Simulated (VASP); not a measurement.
The system is Se.

```
Se
1.0
     3.70830    0.00000    0.00000
    -1.85415    3.21148    0.00000
     0.00000    0.00000    4.46498
Se
2
Cartesian
  0.0000 2.1410 0.0000
  1.8541 1.0705 0.0000
```

The cell was generated, and may not be a known phase.

* Program: VASP 6.6.1
* Task: relaxation of cell and atoms
* Functional: PBE
* Potentials or basis: VASP PAW PBE potentials, release 64 (Se)
* Cutoff: 600 eV
* k mesh: 6 × 6 × 4
* Occupations: gaussian, width 0.1 eV
* Spin: no spin polarisation

At the start: pressure 44.8 GPa; volume 26.59 Å³/atom.

Q: Where does the relaxation end?

A: Over 5 steps the energy falls by 1691.6 meV/atom and the volume is 38.26 Å³/atom (+43.9 %); space group P6/mmm (No. 191, to 0.1 Å) before and after.

Step by step:
| step | energy change (eV) | largest force (eV/Å) | pressure (GPa) | volume (Å³) |
| --- | --- | --- | --- | --- |
| 1 | 0.0000 | 0.0000 | 44.82 | 53.17 |
| 2 | -1.2486 | 0.0000 | -5.43 | 125.83 |
| 3 | -3.3474 | 0.0000 | -1.97 | 80.30 |
| 4 | -3.3740 | 0.0000 | -1.03 | 78.44 |
| 5 | -3.3831 | 0.0000 | 0.12 | 76.52 |

Final structure:
```yaml
crystal:
  lattice:
    - [4.44824, 0.00000, 0.00000]
    - [-2.22412, 3.85229, 0.00000]
    - [0.00000, 0.00000, 4.46521]
  atoms:
    - { symbol: Se, position: [0.33333, 0.66667, 0.00000] }
    - { symbol: Se, position: [0.66667, 0.33333, 0.00000] }
```

Caveat: the volume moved by over 15 % at a fixed basis, so the end points are rough; this functional lacks dispersion, which binds layers or chains, so the pressure and a relaxed spacing across them are unreliable.
